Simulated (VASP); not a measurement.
Write the native input for VASP 6.6.1 that does the following.

```yaml
Task: single point
Functional: HSE06
Potentials_or_basis: VASP PAW PBE potentials, release 64 (Ba_sv, S)
Cutoff: 520 eV
k_mesh: 4 × 4 × 4
Occupations: gaussian, width 0.01 eV
Spin: no spin polarisation
Dipole_correction: no
Grid_for_exact_exchange_PRECFOCK: Normal
Further_INCAR_settings: ALGO = Normal; EDIFF = 1e-06; NBANDS = 15
Screening_parameter: 0.2079 1/Å
```

Crystal: BaS.

```
CELL_PARAMETERS angstrom
3.83376 0.00000 0.00000
0.00000 3.83376 0.00000
0.00000 0.00000 3.89050
ATOMIC_POSITIONS crystal
Ba 0.00000 0.00000 0.00000
S 0.50000 0.50000 0.50000
```

This cell differs from its parent crystal: uniaxial z strain +1.5%.

One way to write it, as run:

POSCAR

```
BaS
1.0
    3.8337582655      0.0000000000      0.0000000000
    0.0000000000      3.8337582655      0.0000000000
    0.0000000000      0.0000000000      3.8904978878
Ba S
1 1
Direct
    0.0000000000      0.0000000000      0.0000000000
    0.5000000000      0.5000000000      0.5000000000
```

INCAR.step1

```
  PREC = Accurate
  ENCUT = 520
  EDIFF = 1E-5
  ISMEAR = 0
  SIGMA = 0.01
  LREAL = F
  LASPH = T
  NELM = 100
  ALGO = Normal
  ISIF = 2
  LWAVE = T
  NBANDS = 15
  GGA = PE
```

INCAR.step2

```
  PREC = Accurate
  ENCUT = 520
  EDIFF = 1E-6
  ISMEAR = 0
  SIGMA = 0.01
  LREAL = F
  LASPH = T
  NELM = 100
  ALGO = Normal
  ISIF = 2
  LWAVE = F
  LCHARG = T
  GGA = PE
  LHFCALC = T
  HFSCREEN = 0.2079
  PRECFOCK = Normal
  LELF = T
  LVHAR = T
  NBANDS = 15
  ISTART = 1
```

KPOINTS

```
regular mesh
0
Gamma
  4 4 4
```

Potentials or basis: VASP PAW PBE potentials, release 64 (Ba_sv, S).

Run with:

```console
$ cat potpaw_PBE.64/Ba_sv/POTCAR potpaw_PBE.64/S/POTCAR > POTCAR
$ cp INCAR.step1 INCAR
$ mpirun -np 1 vasp_std > vasp.out
$ cp INCAR.step2 INCAR
$ mpirun -np 1 vasp_std > vasp.out
```

Results of the run:

```
Pressure               : -0.3 GPa
Band gap on the k mesh : 2.31 eV, indirect (least direct gap 2.45 eV)
```

Caveat: the cell differs from its parent crystal (uniaxial z strain +1.5%); the PAW data sets were made with another functional, which shifts forces and pressure a little; spin-orbit coupling is left out, which moves the levels of the heavy elements.

Run time: 6.7 min on 1 thread of Intel(R) Xeon(R) Platinum 8488C (Sapphire Rapids) (shared host), peak memory 0.28 GiB.
